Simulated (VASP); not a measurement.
# BaS (Pm-3m) in VASP: notebook

BaS is run at these levels: HSE06, PBE0, r2SCANh; tasks: single point, relaxation of cell and atoms.

Program: VASP 6.6.1. These are calculated values, not measurements. Logs are shortened: lines on timing, memory, paths and dates and some standing lists are left out, and cuts for length are marked.

## (1) The cell of the first run

Symmetry: Pm-3m, No. 221, cubic system. The conventional cell has a = 3.834 Å, b = 3.834 Å, c = 3.834 Å, α = 90.00°, β = 90.00°, γ = 90.00°. Ba (site symmetry m-3m) has 8 S at 3.32 Å and 6 Ba at 3.83 Å within 4.4 Å. Within 4.4 Å of S (site symmetry m-3m) lie 8 Ba at 3.32 Å and 6 S at 3.83 Å.

## (2) Single point, HSE06

The input, POSCAR:

```
BaS
1.0
    3.8337582597      0.0000000000      0.0000000000
    0.0000000000      3.8337582597      0.0000000000
    0.0000000000      0.0000000000      3.8337582597
Ba S
1 1
Direct
    0.0000000000      0.0000000000      0.0000000000
    0.5000000000      0.5000000000      0.5000000000
```

The input, INCAR.step1:

```
SYSTEM = BaS
PREC = Accurate
ENCUT = 520
EDIFF = 1E-5
ISMEAR = 0
SIGMA = 0.01
LREAL = .False.
LASPH = .True.
NELM = 60
ALGO = Normal
ISIF = 2
LWAVE = .True.
LCHARG = .False.
NBANDS = 15
GGA = PE
```

The input, INCAR.step2:

```
SYSTEM = BaS
PREC = Accurate
ENCUT = 520
EDIFF = 1E-6
ISMEAR = 0
SIGMA = 0.01
LREAL = .False.
LASPH = .True.
NELM = 60
ALGO = Normal
ISIF = 2
LWAVE = .False.
LCHARG = .False.
GGA = PE
LHFCALC = .True.
HFSCREEN = 0.2079
PRECFOCK = Normal
NBANDS = 15
ISTART = 1
```

The input, KPOINTS:

```
regular mesh
0
Gamma
  4 4 4
  0 0 0
```

Potentials or basis: VASP PAW PBE potentials, release 64 (Ba_sv, S).

Launch:

```sh
cat potpaw_PBE.64/Ba_sv/POTCAR potpaw_PBE.64/S/POTCAR > POTCAR
cp INCAR.step1 INCAR
mpirun -np 1 vasp_std > vasp.out
cp INCAR.step2 INCAR
mpirun -np 1 vasp_std > vasp.out
```

OUTCAR:

```text
SYSTEM = BaS
   PREC = Accurate
   ENCUT = 520
   EDIFF = 1E-6
   ISMEAR = 0
   LREAL = .False.
   LASPH = .True.
   NELM = 60
   ISIF = 2
   GGA = PE
   LHFCALC = .True.
   HFSCREEN = 0.2079
   PRECFOCK = Normal
   ISTART = 1

 ion  position               nearest neighbor table
   1  0.000  0.000  0.000-   2 3.32   2 3.32   2 3.32   2 3.32   2 3.32   2 3.32   2 3.32   2 3.32

   2  0.500  0.500  0.500-   1 3.32   1 3.32   1 3.32   1 3.32   1 3.32   1 3.32   1 3.32   1 3.32

  LATTYP: Found a simple cubic cell.
 ALAT       =     3.8337582597

  Lattice vectors:

 A1 = (   3.8337582597,   0.0000000000,   0.0000000000)
 A2 = (   0.0000000000,   3.8337582597,   0.0000000000)
 A3 = (   0.0000000000,   0.0000000000,   3.8337582597)

Analysis of symmetry for initial positions (statically):
=====================================================================
 Subroutine PRICEL returns:
 Original cell was already a primitive cell.

 Routine SETGRP: Setting up the symmetry group for a
 simple cubic supercell.

 Subroutine GETGRP returns: Found 48 space group operations
 (whereof 48 operations were pure point group operations)
 out of a pool of 48 trial point group operations.

The static configuration has the point symmetry O_h .

Analysis of symmetry for dynamics (positions and initial velocities):
=====================================================================
 Subroutine PRICEL returns:
 Original cell was already a primitive cell.

 Routine SETGRP: Setting up the symmetry group for a
 simple cubic supercell.

 Subroutine GETGRP returns: Found 48 space group operations
 (whereof 48 operations were pure point group operations)
 out of a pool of 48 trial point group operations.

The dynamic configuration has the point symmetry O_h .

 Subroutine INISYM returns: Found 48 space group operations
 (whereof 48 operations are pure point group operations),
 and found     1 'primitive' translations

----------------------------------------------------------------------------------------

                                     Primitive cell

  volume of cell :      56.3474

  direct lattice vectors                    reciprocal lattice vectors
     3.833758260  0.000000000  0.000000000     0.260840651  0.000000000  0.000000000
     0.000000000  3.833758260  0.000000000     0.000000000  0.260840651  0.000000000
     0.000000000  0.000000000  3.833758260     0.000000000  0.000000000  0.260840651

  length of vectors
     3.833758260  3.833758260  3.833758260     0.260840651  0.260840651  0.260840651

  position of ions in fractional coordinates (direct lattice)
     0.000000000  0.000000000  0.000000000
     0.500000000  0.500000000  0.500000000

  ion indices of the primitive-cell ions
   primitive index   ion index
                 1           1
                 2           2

----------------------------------------------------------------------------------------

 KPOINTS: regular mesh

Automatic generation of k-mesh.
 Grid dimensions read from file:
 generate k-points for:    4    4    4

 Generating k-lattice:

  Cartesian coordinates                     Fractional coordinates (reciprocal lattice)
     0.065210163  0.000000000  0.000000000     0.250000000  0.000000000  0.000000000
     0.000000000  0.065210163  0.000000000     0.000000000  0.250000000  0.000000000
     0.000000000  0.000000000  0.065210163     0.000000000  0.000000000  0.250000000

  Length of vectors
     0.065210163  0.065210163  0.065210163

  Shift w.r.t. Gamma in fractional coordinates (k-lattice)
     0.000000000  0.000000000  0.000000000

 Subroutine IBZKPT returns following result:
 ===========================================

 Found     10 irreducible k-points:

 Following reciprocal coordinates:
            Coordinates               Weight
  0.000000  0.000000  0.000000      1.000000
  0.250000  0.000000  0.000000      6.000000
  0.500000  0.000000  0.000000      3.000000
  0.250000  0.250000  0.000000     12.000000
  0.500000  0.250000  0.000000     12.000000
  0.500000  0.500000  0.000000      3.000000
  0.250000  0.250000  0.250000      8.000000
  0.500000  0.250000  0.250000     12.000000
  0.500000  0.500000  0.250000      6.000000
  0.500000  0.500000  0.500000      1.000000
   k-points           NKPTS =     10   k-points in BZ     NKDIM =     64   number of bands    NBANDS=     15
   number of dos      NEDOS =    301   number of ions     NIONS =      2
   total plane-waves  NPLWV =  27000
   dimension x,y,z NGX =    30 NGY =   30 NGZ =   30
   dimension x,y,z NGXF=    60 NGYF=   60 NGZF=   60
   ions per type =               1   1
   NGX,Y,Z   is equivalent  to a cutoff of  13.01, 13.01, 13.01 a.u.
   NGXF,Y,Z  is equivalent  to a cutoff of  26.02, 26.02, 26.02 a.u.
 SYSTEM =  BaS
   PREC   = accura    normal or accurate (medium, high low for compatibility)
   ISTART =      1    job   : 0-new  1-cont  2-samecut
   ICHARG =      0    charge: 1-file 2-atom 10-const
   ISPIN  =      1    spin polarized calculation?
   LNONCOLLINEAR =      F non collinear calculations
   LSORBIT =      F    spin-orbit coupling
   LASPH  =      T    aspherical Exc in radial PAW
   ENCUT  =  520.0 eV  38.22 Ry    6.18 a.u.   7.13  7.13  7.13*2*pi/ulx,y,z
   NELM   =     60;   NELMIN=  2; NELMDL=  0     # of ELM steps
   EDIFF  = 0.1E-05   stopping-criterion for ELM
   LREAL  =      F    real-space projection
   EDIFFG = 0.1E-04   stopping-criterion for IOM
   NSW    =      0    number of steps for IOM
   IBRION =     -1    ionic relax: 0-MD 1-quasi-New 2-CG
   NFREE  =      0    steps in history (QN), initial steepest desc. (CG)
   ISIF   =      2    stress and relaxation
   ISYM   =      3    0-nonsym 1-usesym 2-fastsym
   POTIM  = 0.5000    time-step for ionic-motion
   TEBEG  =    0.0;   TEEND  =   0.0 temperature during run
   PSTRESS=    0.0 pullay stress
   NELECT =      16.0000    total number of electrons
   NUPDOWN=      -1.0000    fix difference up-down
   EMIN   =  10.00;   EMAX   =-10.00  energy-range for DOS
   EFERMI =   0.00;   METHOD = LEGACY
   ISMEAR =     0;   SIGMA  =   0.01  broadening in eV -4-tet -1-fermi 0-gaus
   EFERMI_NEDOS =   21; number of points for ismear=-14 and -15
   IALGO  =     38    algorithm
   IMIX   =      1    mixing-type and parameters
     AMIX     =   0.40;   BMIX     =  1.00
     AMIX_MAG =   1.60;   BMIX_MAG =  1.00
  volume/ion in A,a.u.               =      28.17       190.13
  Fermi-wavevector in a.u.,A,eV,Ry     =   1.076028  2.033397 15.753309  1.157836
  Thomas-Fermi vector in A             =   2.211901
   LORBIT       =      0    0 simple, 1 ext, 2 COOP (PROOUT), +10 PAW based schemes
   GGA     = PE    functional components
   LHFCALC =     T    Hartree Fock is set to
   PRECFOCK=normal    Normal, Fast or Accurate (Low or Medium for compatibility)
   ENCUT4O =  -1.0   cutoff for four orbital integrals eV
   NKREDX  =     1    reduce k-point grid by
   NKREDY  =     1    reduce k-point grid by
   NKREDZ  =     1    reduce k-point grid by
   AEXX    =    0.2500 exact exchange contribution
   HFSCREEN=    0.2079 screening length (either q_TF or 0.3 A-1)
   HFSCREENC=   0.2079 screening length for correlation (either q_TF or 0.3 A-1)
   ENCUTFOCK=  -1.0 apply spherical cutoff to Coloumb kernel
   IVDW    =     0    specifies the selected vdW correction
   LEPSILON=     F    determine dielectric tensor
   LRPA    =     F    only Hartree local field effects (RPA)
 non-spin polarized calculation
 Gauss-broadening in eV      SIGMA  =   0.01
  energy-cutoff  :      520.00
  volume of cell :       56.35
 maximum number of plane-waves:      1568
 NGX is ok and might be reduce to    30
  NGX = 24; NGY = 24; NGZ = 24

 number of electron      15.9999997 magnetization

 Free energy of the ion-electron system (eV)
  ---------------------------------------------------
  ext. energy  EPLUGINS =         0.00000000
  ---------------------------------------------------
  free energy    TOTEN  =       -11.09751053 eV

  energy without entropy =      -11.09751053  energy(sigma->0) =      -11.09751053

 E-fermi :   2.5588     XC(G=0):  -7.8223

 val. band max:        2.4409285861   @ k =   0.5000   0.5000   0.0000
 cond. band min:       4.7777071426   @ k =   0.0000   0.0000   0.0000
 fundamental gap:      2.3367785565
 Fermi energy:         2.5587581783

 k-point     1 :       0.0000    0.0000    0.0000
  band No.  band energies     occupation
      1     -26.5474      2.00000
      2     -10.2695      2.00000
      3     -10.2695      2.00000
      4     -10.2695      2.00000
      5      -9.7776      2.00000
      6       2.3137      2.00000
      7       2.3137      2.00000
      8       2.3137      2.00000
      9       4.7777      0.00000
     10       4.7777      0.00000
     11       7.3099      0.00000
     12      10.1765      0.00000
     13      10.1765      0.00000
     14      10.1765      0.00000
     15      14.6263      0.00000

 k-point     2 :       0.2500    0.0000    0.0000
  band No.  band energies     occupation
      1     -26.4972      2.00000
      2     -11.3659      2.00000
      3     -10.2008      2.00000
      4     -10.2008      2.00000
      5      -8.8209      2.00000
      6       0.5105      2.00000
      7       1.9910      2.00000
      8       1.9910      2.00000
      9       5.2450      0.00000
     10       6.9012      0.00000
     11       9.1192      0.00000
     12      10.2517      0.00000
     13      10.2517      0.00000
     14      10.5432      0.00000
     15      11.7547      0.00000
[... 113 lines left out ...]
      3     -11.0399      2.00000
      4     -10.4942      2.00000
      5      -9.1090      2.00000
      6       0.1074      2.00000
      7       0.1074      2.00000
      8       0.6214      2.00000
      9       7.5967      0.00000
     10       8.9333      0.00000
     11       8.9333      0.00000
     12       9.1926      0.00000
     13      12.7810      0.00000
     14      13.6425      0.00000
     15      13.6425      0.00000

 k-point    10 :       0.5000    0.5000    0.5000
  band No.  band energies     occupation
      1     -26.2663      2.00000
      2     -10.9172      2.00000
      3     -10.9172      2.00000
      4     -10.9172      2.00000
      5      -8.8838      2.00000
      6      -0.5778      2.00000
      7      -0.5778      2.00000
      8      -0.5778      2.00000
      9      11.0716      0.00000
     10      11.0716      0.00000
     11      11.0716      0.00000
     12      11.3057      0.00000
     13      11.3057      0.00000
     14      11.3058      0.00000
     15      12.9089      0.00000

------------------------ aborting loop because EDIFF is reached ----------------------------------------

  FORCE on cell =-STRESS in cart. coord.  units (eV):
  Direction    XX          YY          ZZ          XY          YZ          ZX
  --------------------------------------------------------------------------------------
  -------------------------------------------------------------------------------------
  Total        0.1631179      0.1631179      0.1631179      0.0000000      0.0000000     -0.0000000
  in kB        4.6380777      4.6380777      4.6380777      0.0000000      0.0000000     -0.0000000
  external PRESSURE =       4.6380777 kB  Pullay stress =       0.0000000 kB

 VOLUME and BASIS-vectors are now :
 -----------------------------------------------------------------------------
  energy-cutoff  :      520.00
  volume of cell :       56.35
      direct lattice vectors                 reciprocal lattice vectors
     3.833758260  0.000000000  0.000000000     0.260840651  0.000000000  0.000000000
     0.000000000  3.833758260  0.000000000     0.000000000  0.260840651  0.000000000
     0.000000000  0.000000000  3.833758260     0.000000000  0.000000000  0.260840651

 POSITION                                       TOTAL-FORCE (eV/Angst)
 -----------------------------------------------------------------------------------
      0.00000      0.00000      0.00000         0.000000      0.000000      0.000000
      1.91688      1.91688      1.91688         0.000000      0.000000      0.000000
 -----------------------------------------------------------------------------------
    total drift:                                0.000000      0.000000      0.000000

  FREE ENERGIE OF THE ION-ELECTRON SYSTEM (eV)
  ---------------------------------------------------
  free  energy   TOTEN  =       -11.0975105326 eV

  energy  without entropy=      -11.0975105326  energy(sigma->0) =      -11.09751053
```

Run time: 6.2 min. Hardware: 1 thread of Intel Xeon Platinum 8488C (Sapphire Rapids), shared host; peak memory 0.27 GiB.

What came out:

```
Free energy            : -11.0975 eV
Pressure               : 0.5 GPa
Band gap on the k mesh : 2.34 eV (least direct gap 2.46 eV)
```

Levels at points of the mesh, in eV from the valence-band top:
| k point | band 6 | band 7 | band 8 | band 9 | band 10 | band 11 |
| --- | --- | --- | --- | --- | --- | --- |
| (0.00, 0.00, 0.00) | -0.13 | -0.13 | -0.13 | 2.34 | 2.34 | 4.87 |
| (0.50, 0.00, 0.00) | -3.16 | -0.77 | -0.77 | 3.49 | 7.29 | 7.47 |
| (0.50, 0.50, 0.00) | -1.52 | -1.52 | 0.00 | 3.14 | 4.33 | 5.35 |
| (0.50, 0.50, 0.50) | -3.02 | -3.02 | -3.02 | 8.63 | 8.63 | 8.63 |

Caveat: the PAW data sets were made with another functional, which shifts forces and pressure a little; spin-orbit coupling is left out, which moves the levels of the heavy elements.

## (3) Single point, PBE0

POSCAR is that of step 2.

The input, INCAR.step1:

```
PREC = Accurate
ENCUT = 520
EDIFF = 1E-5
ISMEAR = 0
SIGMA = 0.01
LREAL = False
LASPH = True
NELM = 80
ALGO = Normal
ISIF = 2
LWAVE = True
NBANDS = 15
GGA = PE
```

The input, INCAR.step2:

```
PREC = Accurate
ENCUT = 520
EDIFF = 1E-6
ISMEAR = 0
SIGMA = 0.01
LREAL = False
LASPH = True
NELM = 80
ALGO = Normal
ISIF = 2
LWAVE = False
LCHARG = True
GGA = PE
LHFCALC = True
AEXX = 0.25
PRECFOCK = Normal
LELF = True
LVHAR = True
NBANDS = 15
ISTART = 1
```

The input, KPOINTS:

```
regular mesh
0
Gamma
  4 4 4
```

Potentials or basis: VASP PAW PBE potentials, release 64 (Ba_sv, S).

Launch:

```sh
cat potpaw_PBE.64/Ba_sv/POTCAR potpaw_PBE.64/S/POTCAR > POTCAR
cp INCAR.step1 INCAR
mpirun -np 1 vasp_std > vasp.out
cp INCAR.step2 INCAR
mpirun -np 1 vasp_std > vasp.out
```

OUTCAR:

```text
PREC = Accurate
   ENCUT = 520
   EDIFF = 1E-6
   ISMEAR = 0
   LREAL = False
   LASPH = True
   NELM = 80
   ISIF = 2
   GGA = PE
   LHFCALC = True
   AEXX = 0.25
   PRECFOCK = Normal
   ISTART = 1

 ion  position               nearest neighbor table
   1  0.000  0.000  0.000-   2 3.32   2 3.32   2 3.32   2 3.32   2 3.32   2 3.32   2 3.32   2 3.32

   2  0.500  0.500  0.500-   1 3.32   1 3.32   1 3.32   1 3.32   1 3.32   1 3.32   1 3.32   1 3.32

  LATTYP: Found a simple cubic cell.
[... 363 lines left out ...]
------------------------ aborting loop because EDIFF is reached ----------------------------------------

  FORCE on cell =-STRESS in cart. coord.  units (eV):
  Direction    XX          YY          ZZ          XY          YZ          ZX
  --------------------------------------------------------------------------------------
  -------------------------------------------------------------------------------------
  Total        0.1227109      0.1227109      0.1227109      0.0000000      0.0000000      0.0000000
  in kB        3.4891505      3.4891505      3.4891505      0.0000000      0.0000000      0.0000000
  external PRESSURE =       3.4891505 kB  Pullay stress =       0.0000000 kB

 VOLUME and BASIS-vectors are now :
 -----------------------------------------------------------------------------
  energy-cutoff  :      520.00
  volume of cell :       56.35
      direct lattice vectors                 reciprocal lattice vectors
     3.833758260  0.000000000  0.000000000     0.260840651  0.000000000  0.000000000
     0.000000000  3.833758260  0.000000000     0.000000000  0.260840651  0.000000000
     0.000000000  0.000000000  3.833758260     0.000000000  0.000000000  0.260840651

 POSITION                                       TOTAL-FORCE (eV/Angst)
 -----------------------------------------------------------------------------------
      0.00000      0.00000      0.00000         0.000000      0.000000      0.000000
      1.91688      1.91688      1.91688         0.000000      0.000000      0.000000
 -----------------------------------------------------------------------------------
    total drift:                               -0.000000     -0.000000     -0.000000

  FREE ENERGIE OF THE ION-ELECTRON SYSTEM (eV)
  ---------------------------------------------------
  free  energy   TOTEN  =       -11.7005956632 eV

  energy  without entropy=      -11.7005956632  energy(sigma->0) =      -11.70059566
```

OSZICAR.step1:

```text
N       E                     dE             d eps       ncg     rms          rms(c)
DAV:   1     0.777739936510E+02    0.77774E+02   -0.71950E+03   300   0.950E+02
DAV:   2    -0.598606201507E+01   -0.83760E+02   -0.75737E+02   427   0.171E+02
DAV:   3    -0.100996851710E+02   -0.41136E+01   -0.40759E+01   413   0.385E+01
DAV:   4    -0.101683641732E+02   -0.68679E-01   -0.68673E-01   358   0.531E+00
DAV:   5    -0.101702916038E+02   -0.19274E-02   -0.19274E-02   429   0.679E-01    0.484E+00
DAV:   6    -0.974297390390E+01    0.42732E+00   -0.46018E-01   335   0.471E+00    0.345E+00
DAV:   7    -0.972648765618E+01    0.16486E-01   -0.17789E-01   377   0.262E+00    0.177E+00
DAV:   8    -0.973157362956E+01   -0.50860E-02   -0.38750E-02   342   0.120E+00    0.240E-01
DAV:   9    -0.973051923765E+01    0.10544E-02   -0.42007E-03   377   0.431E-01    0.946E-02
DAV:  10    -0.973077799362E+01   -0.25876E-03   -0.63502E-04   315   0.187E-01    0.294E-02
DAV:  11    -0.973083716177E+01   -0.59168E-04   -0.10156E-04   363   0.814E-02    0.281E-02
DAV:  12    -0.973083821945E+01   -0.10577E-05   -0.58629E-06   283   0.171E-02
   1 F= -.97308382E+01 E0= -.97308382E+01  d E =-.113816E-18
```

It took 6.4 min on 1 thread of Intel Xeon Platinum 8488C (Sapphire Rapids), shared host; peak memory 0.18 GiB.

Results:

```
Free energy            : -11.7006 eV
Pressure               : 0.3 GPa
Band gap on the k mesh : 3.06 eV (least direct gap 3.20 eV)
```

Levels at points of the mesh, in eV from the valence-band top:
```
           k point  band 4  band 5  band 6  band 7  band 8  band 9  band 10  band 11  band 12  band 13
(0.00, 0.00, 0.00)  -12.74  -12.27   -0.13   -0.13   -0.13    3.06     3.06     5.58     8.50     8.50
(0.50, 0.00, 0.00)  -12.60  -10.77   -3.21   -0.79   -0.79    4.23     8.05     8.21     9.04     9.04
(0.50, 0.50, 0.00)  -12.50  -11.80   -1.54   -1.54    0.00    3.87     5.06     6.10     6.10    11.00
(0.50, 0.50, 0.50)  -13.40  -11.37   -3.06   -3.06   -3.06    9.40     9.40     9.40     9.62     9.62
```

Caveat: the PAW data sets were made with another functional, which shifts forces and pressure a little; spin-orbit coupling is left out, which moves the levels of the heavy elements.

(Continued in part 2 of 2.)
